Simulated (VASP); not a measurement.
# LiF (rock salt type): single point with HSE06

The system is LiF (rock salt type).

```xyz
2
Lattice="0.0000 2.0418 2.0418 2.0418 0.0000 2.0418 2.0418 2.0418 0.0000" Properties=species:S:1:pos:R:3 pbc="T T T"
Li    0.0000    0.0000    0.0000
F     2.0418    2.0418    2.0418
```

```yaml
Program: VASP 6.6.1
Task: single point
Functional: HSE06
Potentials_or_basis: VASP PAW PBE potentials, release 64 (Li_sv, F)
Cutoff: 520 eV
k_mesh: 4 × 4 × 4
Occupations: fermi-dirac, width 0.05 eV
Spin: no spin polarisation
Dipole_correction: no
Grid_for_exact_exchange_PRECFOCK: Normal
Further_INCAR_settings: ALGO = Normal; EDIFF = 1e-06; NBANDS = 12
Screening_parameter: 0.2079 1/Å
```

The band gap on the k mesh is 11.01 eV, direct.

Levels at points of the mesh, in eV from the valence-band top:
```tsv
k point	band 1	band 2	band 3	band 4	band 5	band 6	band 7	band 8	band 9	band 10
(0.00, 0.00, 0.00)	-43.08	-21.46	0.00	0.00	0.00	11.01	26.05	26.05	26.05	26.40
(0.50, 0.00, 0.00)	-43.03	-21.04	-2.53	-0.23	-0.23	12.87	18.88	21.04	21.04	32.28
(0.50, 0.50, 0.00)	-43.02	-20.79	-2.94	-0.99	-0.99	16.98	18.54	19.46	22.43	22.43
```

Wall time 73 s on 1 thread of Intel(R) Xeon(R) Platinum 8259CL CPU @ 2.50GHz (Skylake/Cascade Lake), with other jobs on the host, peak memory 0.23 GiB.

Caveat: the k points lie up to 0.67 Å⁻¹ apart.
